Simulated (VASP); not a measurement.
The system is C.

```
C
1.0
     0.00000    1.76430    1.76430
     1.76430    0.00000    1.76430
     1.76430    1.76430    0.00000
C
2
Direct
  0.75000 0.75000 0.75000
  0.50000 0.50000 0.50000
```

Base run:

```yaml
Program: VASP 6.6.1
Functional: PBEsol
Potentials_or_basis: VASP PAW PBE potentials, release 64 (C)
Cutoff: 520 eV
k_mesh: 13 × 13 × 13
Occupations: fermi-dirac, width 0.05 eV
Spin: no spin polarisation
```

Its results: band gap on the k mesh 4.08 eV, indirect (least direct gap 5.63 eV); pressure 11.2 GPa.

Q: The run is repeated on the same cell with these changes: potentials or basis from VASP PAW PBE potentials, release 64 (C) to VASP PAW PBE potentials, release 64 (C_h); cutoff from 520 eV to 910 eV; further incar settings from ALGO = Normal; EDIFF = 1e-07; NBANDS = 11 to ALGO = Normal; EDIFF = 1e-06; NBANDS = 11. What comes out?

A: Band gap on the k mesh 4.09 eV, indirect (least direct gap 5.63 eV); pressure 10.0 GPa.

Caveats: the PAW data sets were made with another functional, which shifts forces and pressure a little; the cutoff is under 1.25 times the usual one of these potentials, so pressure, stress and relaxed cells hold a basis-set (Pulay) error (some runs).

A k mesh can miss the band edges.
